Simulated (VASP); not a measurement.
Set up this calculation in VASP 6.6.1, as the native input.

```
Task                   : relaxation of cell and atoms
Functional             : r2SCAN
Potentials or basis    : VASP PAW PBE potentials, release 64 (Sn_d)
Cutoff                 : 600 eV
k mesh                 : 14 × 14 × 14
Occupations            : methfessel-paxton, width 0.05 eV
Spin                   : no spin polarisation
Dipole correction      : no
Further INCAR settings : ALGO = Normal; EDIFF = 1e-06; IBRION = 2; EDIFFG = -0.01; NSW = 60; ISIF = 3
```

The system is Sn.

```
Sn
1.0
     3.05448    0.00000    0.00000
     0.00000    3.05448    0.00000
     0.00000    0.00000    3.05448
Sn
1
Direct
  0.00000 0.00000 0.00000
```

This isn't the form of Sn at room conditions, which is tetragonal (white tin).

These files were run (other wordings do the same):

POSCAR

```
Sn
1.0
    3.0544789005      0.0000000000      0.0000000000
    0.0000000000      3.0544789005      0.0000000000
    0.0000000000      0.0000000000      3.0544789005
Sn
1
Direct
    0.0000000000      0.0000000000      0.0000000000
```

INCAR.step1

```
PREC = Accurate
ENCUT = 600
ISMEAR = 1
SIGMA = 0.05
LREAL = F
LASPH = T
NELM = 100
GGA = PE
ALGO = Normal
EDIFF = 1E-4
LWAVE = T
LCHARG = F
```

INCAR.step2

```
PREC = Accurate
ENCUT = 600
EDIFF = 1E-6
ISMEAR = 1
SIGMA = 0.05
LREAL = F
LASPH = T
NELM = 100
ALGO = Normal
ISIF = 3
LWAVE = F
LCHARG = F
METAGGA = R2SCAN
LMIXTAU = T
IBRION = 2
NSW = 60
EDIFFG = -0.01
ISTART = 1
```

KPOINTS

```
Automatic mesh
0
Gamma
  14 14 14
```

Potentials or basis: VASP PAW PBE potentials, release 64 (Sn_d).

Launch:

```sh
$ cat potpaw_PBE.64/Sn_d/POTCAR > POTCAR
$ cp INCAR.step1 INCAR
$ mpirun -np 1 vasp_std > vasp.out
$ cp INCAR.step2 INCAR
$ mpirun -np 1 vasp_std > vasp.out
```

Results of the run:

* Pressure after relaxing: 0.0 GPa
* Band gap on the k mesh: zero (bands 7 and 8 overlap by 8.07 eV)

Caveat: the relaxation stopped at its first step, so nothing moved; the PAW data sets were made with another functional, which shifts forces and pressure a little; spin-orbit coupling is left out, which moves the levels of the heavy elements.

Run time: 68 s on 1 thread of Intel Xeon 8259CL (shared host), peak memory 0.18 GiB.
